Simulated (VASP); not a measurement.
Write the native input for VASP 6.6.1 that does the following.

| Item | Value |
| --- | --- |
| Task | single point |
| Functional | LDA |
| Potentials or basis | VASP PAW LDA potentials, release 64 (Zn, O) |
| Cutoff | 600 eV |
| k mesh | 11 × 11 × 6 |
| Occupations | fermi-dirac, width 0.02 eV |
| Spin | no spin polarisation |
| Dipole correction | no |
| Further INCAR settings | ALGO = Normal; EDIFF = 1e-06; NBANDS = 26 |

The structure of ZnO lies in POSCAR:

```
ZnO
1.0
    3.2493987239      0.0000000000      0.0000000000
   -1.6246993619      2.8140618419      0.0000000000
    0.0000000000      0.0000000000      5.0476860000
Zn O
2 2
Direct
    0.3333333333      0.6666666667      0.0000000000
    0.6666666667      0.3333333333      0.5000000000
    0.3333333333      0.6666666667      0.3821000000
    0.6666666667      0.3333333333      0.8821000000
```

This cell differs from its parent crystal: zz strain of -3 %.

One way to write it, as run:

INCAR

```
  PREC = Accurate
  ENCUT = 600
  EDIFF = 1E-6
  ISMEAR = -1
  SIGMA = 0.02
  LREAL = False
  LASPH = True
  NELM = 120
  ALGO = Normal
  ISIF = 2
  LWAVE = False
  LCHARG = True
  GGA = CA
  LELF = True
  LVHAR = True
  NBANDS = 26
  GGA_COMPAT = False
```

KPOINTS

```
regular mesh
0
Gamma
  11 11 6
```

Potentials or basis: VASP PAW LDA potentials, release 64 (Zn, O).

Command:

```bash
$ cat potpaw_LDA.64/Zn/POTCAR potpaw_LDA.64/O/POTCAR > POTCAR
$ mpirun -np 1 vasp_std > vasp.out
```

Results of the run:

The pressure is -1.8 GPa and the largest force is 0.272 eV/Å. The band gap on the k mesh is 0.83 eV, direct.

Caveat: the cell differs from its parent crystal (zz strain of -3 %).

It took 79 s on 1 thread of Intel(R) Xeon(R) 6975P-C (Granite Rapids), with other jobs on the host, peak memory 0.2 GiB.
